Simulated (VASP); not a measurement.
# Cr (Im-3m) in VASP: a series of runs

Cr is run at these levels: PBE; tasks: single point, relaxation of cell and atoms.

Program: VASP 6.6.1. These are calculated values, not measurements. Logs are shortened: lines on timing, memory, paths and dates and some standing lists are left out, and cuts for length are marked.

## 1. The cell of the first run

It takes space group Im-3m (No. 229, cubic). The conventional cell has a = 2.848 Å, b = 2.848 Å, c = 2.848 Å, α = 90.00°, β = 90.00°, γ = 90.00°. Cr (site symmetry m-3m) has 14 Cr at 2.47 to 2.85 Å within 3.3 Å.

## 2. Single point, PBE

INCAR

```
PREC     = Accurate       # precision mode
ENCUT    = 520            # plane-wave cutoff, eV
EDIFF    = 1E-6           # SCF threshold, eV
ISMEAR   = 0              # smearing method
SIGMA    = 0.1            # smearing width, eV
LREAL    = F              # projectors in reciprocal space
LASPH    = T              # aspherical terms in the spheres
NELM     = 60             # most SCF steps
ALGO     = Fast           # electronic algorithm
ISIF     = 2              # what is computed and relaxed
LWAVE    = F              # write WAVECAR
LCHARG   = F              # write CHGCAR
GGA      = PE             # functional
NBANDS   = 12             # bands
```

KPOINTS

```
Automatic mesh
0
Gamma
  26 26 26
```

POSCAR

```
Cr
1.0
   -1.4240761252      1.4240761252      1.4240761252
    1.4240761252     -1.4240761252      1.4240761252
    1.4240761252      1.4240761252     -1.4240761252
Cr
1
Direct
    0.0000000000      0.0000000000      0.0000000000
```

Potentials or basis: VASP PAW PBE potentials, release 64 (Cr_pv).

Run with:

```sh
cat potpaw_PBE.64/Cr_pv/POTCAR > POTCAR
mpirun -np 1 vasp_std > vasp.out
```

OUTCAR:

```text
PREC = Accurate
   ENCUT = 520
   EDIFF = 1E-6
   ISMEAR = 0
   LREAL = F
   LASPH = T
   NELM = 60
   ISIF = 2
   GGA = PE

 ion  position               nearest neighbor table
   1  0.000  0.000  0.000-

  LATTYP: Found a body centered cubic cell.
 ALAT       =     2.8481522504

  Lattice vectors:

 A1 = (  -1.4240761252,   1.4240761252,   1.4240761252)
 A2 = (   1.4240761252,  -1.4240761252,   1.4240761252)
 A3 = (   1.4240761252,   1.4240761252,  -1.4240761252)

Analysis of symmetry for initial positions (statically):
=====================================================================
 Subroutine PRICEL returns:
 Original cell was already a primitive cell.

 Routine SETGRP: Setting up the symmetry group for a
 body centered cubic supercell.

 Subroutine GETGRP returns: Found 48 space group operations
 (whereof 48 operations were pure point group operations)
 out of a pool of 48 trial point group operations.

The static configuration has the point symmetry O_h .

Analysis of symmetry for dynamics (positions and initial velocities):
=====================================================================
 Subroutine PRICEL returns:
 Original cell was already a primitive cell.

 Routine SETGRP: Setting up the symmetry group for a
 body centered cubic supercell.

 Subroutine GETGRP returns: Found 48 space group operations
 (whereof 48 operations were pure point group operations)
 out of a pool of 48 trial point group operations.

The dynamic configuration has the point symmetry O_h .

 Subroutine INISYM returns: Found 48 space group operations
 (whereof 48 operations are pure point group operations),
 and found     1 'primitive' translations

----------------------------------------------------------------------------------------

                                     Primitive cell

  volume of cell :      11.5521

  direct lattice vectors                    reciprocal lattice vectors
    -1.424076125  1.424076125  1.424076125     0.000000000  0.351104826  0.351104826
     1.424076125 -1.424076125  1.424076125     0.351104826  0.000000000  0.351104826
     1.424076125  1.424076125 -1.424076125     0.351104826  0.351104826  0.000000000

  length of vectors
     2.466572203  2.466572203  2.466572203     0.496537207  0.496537207  0.496537207

  position of ions in fractional coordinates (direct lattice)
     0.000000000  0.000000000  0.000000000

  ion indices of the primitive-cell ions
   primitive index   ion index
                 1           1

----------------------------------------------------------------------------------------

 KPOINTS: Automatic mesh

Automatic generation of k-mesh.
 Grid dimensions read from file:
 generate k-points for:   26   26   26

 Generating k-lattice:

  Cartesian coordinates                     Fractional coordinates (reciprocal lattice)
     0.000000000  0.013504032  0.013504032     0.038461538  0.000000000  0.000000000
     0.013504032  0.000000000  0.013504032     0.000000000  0.038461538  0.000000000
     0.013504032  0.013504032  0.000000000     0.000000000  0.000000000  0.038461538

  Length of vectors
     0.019097585  0.019097585  0.019097585

  Shift w.r.t. Gamma in fractional coordinates (k-lattice)
     0.000000000  0.000000000  0.000000000

 Subroutine IBZKPT returns following result:
 ===========================================

 Found    511 irreducible k-points:

 Following reciprocal coordinates:
            Coordinates               Weight
  0.000000  0.000000  0.000000      1.000000
  0.038462  0.000000  0.000000     12.000000
  0.076923  0.000000  0.000000     12.000000
  0.115385  0.000000  0.000000     12.000000
  0.153846  0.000000  0.000000     12.000000
  0.192308  0.000000  0.000000     12.000000
[... 16 lines left out ...]
  0.346154  0.038462 -0.000000     48.000000
  0.384615  0.038462  0.000000     48.000000
 [... further k-points ...]
   k-points           NKPTS =    511   k-points in BZ     NKDIM =    511   number of bands    NBANDS=     12
   number of dos      NEDOS =    301   number of ions     NIONS =      1
   total plane-waves  NPLWV =   5832
   dimension x,y,z NGX =    18 NGY =   18 NGZ =   18
   dimension x,y,z NGXF=    36 NGYF=   36 NGZF=   36
   ions per type =               1
   NGX,Y,Z   is equivalent  to a cutoff of  12.13, 12.13, 12.13 a.u.
   NGXF,Y,Z  is equivalent  to a cutoff of  24.26, 24.26, 24.26 a.u.
 SYSTEM =  unknown system
   PREC   = accura    normal or accurate (medium, high low for compatibility)
   ISTART =      0    job   : 0-new  1-cont  2-samecut
   ICHARG =      2    charge: 1-file 2-atom 10-const
   ISPIN  =      1    spin polarized calculation?
   LNONCOLLINEAR =      F non collinear calculations
   LSORBIT =      F    spin-orbit coupling
   LASPH  =      T    aspherical Exc in radial PAW
   ENCUT  =  520.0 eV  38.22 Ry    6.18 a.u.   4.59  4.59  4.59*2*pi/ulx,y,z
   NELM   =     60;   NELMIN=  2; NELMDL= -5     # of ELM steps
   EDIFF  = 0.1E-05   stopping-criterion for ELM
   LREAL  =      F    real-space projection
   EDIFFG = 0.1E-04   stopping-criterion for IOM
   NSW    =      0    number of steps for IOM
   IBRION =     -1    ionic relax: 0-MD 1-quasi-New 2-CG
   NFREE  =      0    steps in history (QN), initial steepest desc. (CG)
   ISIF   =      2    stress and relaxation
   ISYM   =      2    0-nonsym 1-usesym 2-fastsym
   POTIM  = 0.5000    time-step for ionic-motion
   TEBEG  =    0.0;   TEEND  =   0.0 temperature during run
   PSTRESS=    0.0 pullay stress
   NELECT =      12.0000    total number of electrons
   NUPDOWN=      -1.0000    fix difference up-down
   EMIN   =  10.00;   EMAX   =-10.00  energy-range for DOS
   EFERMI =   0.00;   METHOD = LEGACY
   ISMEAR =     0;   SIGMA  =   0.10  broadening in eV -4-tet -1-fermi 0-gaus
   EFERMI_NEDOS =   21; number of points for ismear=-14 and -15
   IALGO  =     68    algorithm
   IMIX   =      4    mixing-type and parameters
     AMIX     =   0.40;   BMIX     =  1.00
     AMIX_MAG =   1.60;   BMIX_MAG =  1.00
  volume/ion in A,a.u.               =      11.55        77.96
  Fermi-wavevector in a.u.,A,eV,Ry     =   1.657991  3.133148 37.401498  2.748933
  Thomas-Fermi vector in A             =   2.745648
   LORBIT       =      0    0 simple, 1 ext, 2 COOP (PROOUT), +10 PAW based schemes
   GGA     = PE    functional components
   LHFCALC =     F    Hartree Fock is set to
   AEXX    =    0.0000 exact exchange contribution
   IVDW    =     0    specifies the selected vdW correction
   LEPSILON=     F    determine dielectric tensor
   LRPA    =     F    only Hartree local field effects (RPA)
 non-spin polarized calculation
 RMM-DIIS sequential band-by-band and
 Gauss-broadening in eV      SIGMA  =   0.10
  energy-cutoff  :      520.00
  volume of cell :       11.55
 maximum number of plane-waves:       325
   NGX =  9   NGY =  9   NGZ =  9

 number of electron      11.9999994 magnetization

 Free energy of the ion-electron system (eV)
  ---------------------------------------------------
  ext. energy  EPLUGINS =         0.00000000
  ---------------------------------------------------
  free energy    TOTEN  =        -9.51682883 eV

  energy without entropy =       -9.51274544  energy(sigma->0) =       -9.51478714

 E-fermi :  10.9653     XC(G=0): -13.6733

 val. band max:       10.9627579056   @ k =  -0.3077   0.3462   0.2692
 cond. band min:      10.9691200986   @ k =  -0.3462   0.4231   0.2692
 fundamental gap:      0.0063621930
 Fermi energy:        10.9652937711

 k-point     1 :       0.0000    0.0000    0.0000
  band No.  band energies     occupation
      1     -31.7570      2.00000
      2     -31.7570      2.00000
      3     -31.7570      2.00000
      4       3.1144      2.00000
      5      10.0591      2.00000
      6      10.0591      2.00000
      7      10.0591      2.00000
      8      12.1124      0.00000
      9      12.1124      0.00000
     10      18.0762      0.00000
     11      33.2726      0.00000
     12      33.2726      0.00000

 k-point     2 :       0.0385    0.0000    0.0000
  band No.  band energies     occupation
      1     -31.7709      2.00000
      2     -31.7612      2.00000
      3     -31.7570      2.00000
      4       3.1797      2.00000
      5      10.0336      2.00000
      6      10.0554      2.00000
      7      10.1032      2.00000
      8      12.0829      0.00000
      9      12.1141      0.00000
     10      18.0762      0.00000
     11      33.1217      0.00000
     12      33.2796      0.00000

 k-point     3 :       0.0769    0.0000    0.0000
  band No.  band energies     occupation
      1     -31.8118      2.00000
      2     -31.7737      2.00000
      3     -31.7573      2.00000
      4       3.3732      2.00000
      5       9.9594      2.00000
      6      10.0407      2.00000
      7      10.2343      2.00000
      8      12.0039      0.00000
      9      12.1196      0.00000
     10      18.0761      0.00000
     11      32.6684      0.00000
     12      33.1853      0.00000
[... 286 lines left out ...]
 k-point    23 :       0.3462    0.0385   -0.0000
  band No.  band energies     occupation
      1     -32.5219      2.00000
      2     -31.9998      2.00000
      3     -31.7674      2.00000
      4       6.5065      2.00000
      5       8.7541      2.00000
      6      10.4051      2.00000
      7      12.0008      0.00000
      8      12.3996      0.00000
      9      13.1192      0.00000
     10      18.0739      0.00000
     11      23.6169      0.00000
     12      28.9278      0.00000

 k-point    24 :       0.3846    0.0385    0.0000
  band No.  band energies     occupation
      1     -32.5913      2.00000
      2     -32.0231      2.00000
      3     -31.7679      2.00000
      4       6.5773      2.00000
      5       8.6426      2.00000
      6      10.9380      1.30089
      7      12.0767      0.00000
      8      12.4664      0.00000
      9      13.4956      0.00000
     10      18.0727      0.00000
     11      22.4199      0.00000
     12      28.4857      0.00000

 [... further k-points ...]

------------------------ aborting loop because EDIFF is reached ----------------------------------------

  FORCE on cell =-STRESS in cart. coord.  units (eV):
  Direction    XX          YY          ZZ          XY          YZ          ZX
  --------------------------------------------------------------------------------------
  -------------------------------------------------------------------------------------
  Total       -0.0212613     -0.0212613     -0.0212613      0.0000000     -0.0000000      0.0000000
  in kB       -2.9487691     -2.9487691     -2.9487691      0.0000000     -0.0000000      0.0000000
  external PRESSURE =      -2.9487691 kB  Pullay stress =       0.0000000 kB

 VOLUME and BASIS-vectors are now :
 -----------------------------------------------------------------------------
  energy-cutoff  :      520.00
  volume of cell :       11.55
      direct lattice vectors                 reciprocal lattice vectors
    -1.424076125  1.424076125  1.424076125     0.000000000  0.351104826  0.351104826
     1.424076125 -1.424076125  1.424076125     0.351104826  0.000000000  0.351104826
     1.424076125  1.424076125 -1.424076125     0.351104826  0.351104826  0.000000000

 POSITION                                       TOTAL-FORCE (eV/Angst)
 -----------------------------------------------------------------------------------
      0.00000      0.00000      0.00000         0.000000      0.000000      0.000000
 -----------------------------------------------------------------------------------
    total drift:                                0.000000      0.000000      0.000000

  FREE ENERGIE OF THE ION-ELECTRON SYSTEM (eV)
  ---------------------------------------------------
  free  energy   TOTEN  =        -9.5168288332 eV

  energy  without entropy=       -9.5127454433  energy(sigma->0) =       -9.51478714
```

It took 88 s on 1 thread of Intel Xeon 8259CL, shared host; peak memory 0.17 GiB.

Results:

| Item | Value |
| --- | --- |
| Free energy | -9.5168 eV |
| Pressure | -0.3 GPa |
| Band gap on the k mesh | zero (bands 6 and 7 overlap by 3.35 eV) |

Caveat: the run has no spin polarisation, though such a crystal can be magnetic.

## 3. Single point, PBE

INCAR

```
PREC = Accurate
ENCUT = 520
EDIFF = 1E-6
ISMEAR = 0
SIGMA = 0.1
LREAL = F
LASPH = T
NELM = 100
ALGO = Normal
ISIF = 2
LWAVE = F
LCHARG = F
GGA = PE
NBANDS = 12
```

KPOINTS

```
Automatic mesh
0
Gamma
  28 28 28
```

POSCAR

```
Cr
1.0
   -1.4239844554      1.4239844554      1.4239844554
    1.4239844554     -1.4239844554      1.4239844554
    1.4239844554      1.4239844554     -1.4239844554
Cr
1
Direct
    0.0000000000      0.0000000000      0.0000000000
```

Potentials or basis: VASP PAW PBE potentials, release 64 (Cr_pv).

Run with:

```sh
cat potpaw_PBE.64/Cr_pv/POTCAR > POTCAR
mpirun -np 1 vasp_std > vasp.out
```

It took 95 s on 1 thread of Intel Xeon 8259CL, shared host; peak memory 0.19 GiB.

The run converged. Its results:

```
Free energy            : -9.5179 eV
Pressure               : -0.5 GPa
Band gap on the k mesh : zero (bands 6 and 7 overlap by 3.35 eV)
```

Levels at points of the mesh, in eV from the Fermi level:
| k point | band 3 | band 4 | band 5 | band 6 | band 7 | band 8 | band 9 | band 10 |
| --- | --- | --- | --- | --- | --- | --- | --- | --- |
| (0.00, 0.00, 0.00) | -42.76 | -7.88 | -0.94 | -0.94 | -0.94 | 1.11 | 1.11 | 7.08 |
| (0.50, 0.00, 0.00) | -42.76 | -4.46 | -2.49 | 1.09 | 1.11 | 1.45 | 2.80 | 7.07 |
| (0.50, 0.50, 0.50) | -43.39 | -4.34 | -4.34 | 2.41 | 2.41 | 2.41 | 7.07 | 10.58 |

Caveat: the run has no spin polarisation, though such a crystal can be magnetic. Spin polarisation is off, so any magnetic state and its effect on volume and gap are missing.

## 4. Relaxation of cell and atoms, PBE

This run uses another cell than the first one, of 11.58 Å³/atom.

INCAR

```
PREC = Accurate
ENCUT = 600
EDIFF = 1E-6
ISMEAR = 0
SIGMA = 0.1
LREAL = False
LASPH = True
NELM = 60
ALGO = Fast
ISIF = 3
LWAVE = False
LCHARG = False
GGA = PE
IBRION = 2
NSW = 100
EDIFFG = -0.01
```

KPOINTS

```
Automatic mesh
0
Gamma
  26 26 26
```

POSCAR

```
Cr
1.0
   -1.4250279643      1.4250279643      1.4250279643
    1.4250279643     -1.4250279643      1.4250279643
    1.4250279643      1.4250279643     -1.4250279643
Cr
1
Direct
    0.0000000000      0.0000000000      0.0000000000
```

Run with:

```sh
cat potpaw_PBE.64/Cr_pv/POTCAR > POTCAR
mpirun -np 1 vasp_std > vasp.out
```

Run time: 3.2 min. Hardware: 1 thread of Intel Xeon 8259CL, shared host; peak memory 0.19 GiB.

It converged, with:

```
Free energy                           : -9.5167 eV
Relaxed volume                        : 11.53 Å³/atom
Relaxed cell                          : a = 2.465 Å, b = 2.465 Å, c = 2.465 Å, α = 109.47°, β = 109.47°, γ = 109.47°
Space group after relaxing (to 0.1 Å) : Im-3m (No. 229)
Energy gained by relaxing             : 0.2 meV/atom
Ionic steps                           : 3
Pressure after relaxing               : -0.1 GPa
Band gap on the k mesh                : zero (bands 6 and 7 overlap by 3.36 eV)
```

Step by step:
```
step  energy change (eV)  largest force (eV/Å)  pressure (GPa)  volume (Å³)
   1              0.0000                0.0000           -1.09        11.58
   2              0.0003                0.0000            1.71        11.44
   3             -0.0002                0.0000           -0.13        11.53
```

Final structure:
```cif
data_structure
_symmetry_space_group_name_H-M 'P 1'
_symmetry_Int_Tables_number 1
_cell_length_a 2.4650
_cell_length_b 2.4650
_cell_length_c 2.4650
_cell_angle_alpha 109.471
_cell_angle_beta 109.471
_cell_angle_gamma 109.471
_cell_volume 11.53
loop_
_atom_site_label
_atom_site_type_symbol
_atom_site_fract_x
_atom_site_fract_y
_atom_site_fract_z
_atom_site_occupancy
Cr1 Cr 0.00000 0.00000 0.00000 1
```

Levels at points of the mesh, in eV from the Fermi level:
| k point | band 2 | band 3 | band 4 | band 5 | band 6 | band 7 | band 8 | band 9 | band 10 |
| --- | --- | --- | --- | --- | --- | --- | --- | --- | --- |
| (0.00, 0.00, 0.00) | -42.72 | -42.72 | -7.86 | -0.91 | -0.91 | -0.91 | 1.15 | 1.15 | 7.11 |
| (0.50, 0.00, 0.00) | -43.01 | -42.73 | -4.43 | -2.46 | 1.13 | 1.15 | 1.49 | 2.85 | 7.11 |
| (0.50, 0.50, 0.50) | -43.35 | -43.35 | -4.32 | -4.32 | 2.45 | 2.45 | 2.45 | 7.11 | 10.63 |

Caveat: the run has no spin polarisation, though such a crystal can be magnetic. Spin polarisation is off, so any magnetic state and its effect on volume and gap are missing.

## 5. Overview

```csv
task,cell,k mesh,cutoff (eV),gap on the mesh (eV),pressure (GPa)
single point,"a = 2.467 Å, angles 109.5°, 1 atom",26 × 26 × 26,520,none,-0.3
single point,"a = 2.466 Å, angles 109.5°, 1 atom",28 × 28 × 28,520,none,-0.5
relaxation of cell and atoms,"relaxed from a = 2.468 Å, angles 109.5°, 1 atom",26 × 26 × 26,600,none,-0.1
```

Alike in all rows: level PBE; potentials or basis VASP PAW PBE potentials, release 64 (Cr_pv); no spin polarisation; smearing gaussian 0.1 eV.

Caveats: the run has no spin polarisation, though such a crystal can be magnetic.

Absolute energies hang on the potentials; compare differences alone.
